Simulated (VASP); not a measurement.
Wanted: the native input for a VASP 6.6.1 run.

- Task: single point
- Functional: PBE
- Potentials or basis: VASP PAW PBE potentials, release 64 (Ti_sv)
- Cutoff: 520 eV
- k mesh: 16 × 16 × 16
- Occupations: gaussian, width 0.1 eV
- Spin: no spin polarisation
- Dipole correction: no
- Further INCAR settings: ALGO = Normal; EDIFF = 1e-06; NBANDS = 12

The structure of Ti lies in POSCAR:

```
Ti
1.0
   -1.6275344229      1.6275344229      1.6275344229
    1.6275344229     -1.6275344229      1.6275344229
    1.6275344229      1.6275344229     -1.6275344229
Ti
1
Direct
    0.0000000000      0.0000000000      0.0000000000
```

This isn't the form of Ti at room conditions, which is hcp.

The input as run:

INCAR

```
  PREC = Accurate
  ENCUT = 520
  EDIFF = 1E-6
  ISMEAR = 0
  SIGMA = 0.1
  LREAL = False
  LASPH = True
  NELM = 80
  ALGO = Normal
  ISIF = 2
  LWAVE = False
  LCHARG = True
  GGA = PE
  LELF = True
  LVHAR = True
  NBANDS = 12
```

KPOINTS

```
Automatic mesh
0
Gamma
  16 16 16
```

Potentials or basis: VASP PAW PBE potentials, release 64 (Ti_sv).

Command:

```sh
$ cat potpaw_PBE.64/Ti_sv/POTCAR > POTCAR
$ mpirun -np 1 vasp_std > vasp.out
```

It gave:

```json
{
 "Pressure": "-0.3 GPa",
 "Band gap on the k mesh": "zero (bands 6 and 7 overlap by 1.63 eV)"
}
```

Run time: 8.5 s on 1 thread of Intel(R) Xeon(R) 6975P-C (Granite Rapids), on a shared host, peak memory 0.15 GiB.
